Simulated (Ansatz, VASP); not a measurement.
**Ta: VASP beside Ansatz**

```
Ta
1.0
    -1.62780    1.62780    1.62780
     1.62780   -1.62780    1.62780
     1.62780    1.62780   -1.62780
Ta
1
Direct
  0.00000 0.00000 0.00000
```

Alike in both runs: functional LDA; k mesh 16 × 16 × 16; occupations fermi-dirac, width 0.15 eV; no spin polarisation.

Ansatz relaxed the structure, and its values are those at the end. VASP's run is a single point on that final structure, the one shown.

|  | VASP | Ansatz |
| --- | --- | --- |
| version | VASP 6.6.1 | Ansatz 0.2.0 |
| potentials or method | VASP PAW LDA potentials, release 64 (Ta_pv), cutoff 520 eV | scalar-relativistic, plane waves, PAW |
| valence electrons in the cell | 11 | 13 |

Ansatz gave:

```
gap on the k mesh at the Fermi level (eV) : none
pressure (GPa)                            : 0.0
```

Estimate VASP's values.

gap on the k mesh at the Fermi level (eV): none; pressure (GPa): 0.9.

Ansatz warns that its potentials were made for another functional, while VASP's fit it. LDA's correlation is that of Perdew and Zunger in VASP and of Perdew and Wang (1992) in Ansatz. A gap of «none» marks a metal or a gap that the smearing closes. VASP's potentials hold 11 valence electrons a cell and Ansatz's 13, so a difference there can come from the potentials and not from the codes.

Spin-orbit coupling is off throughout.
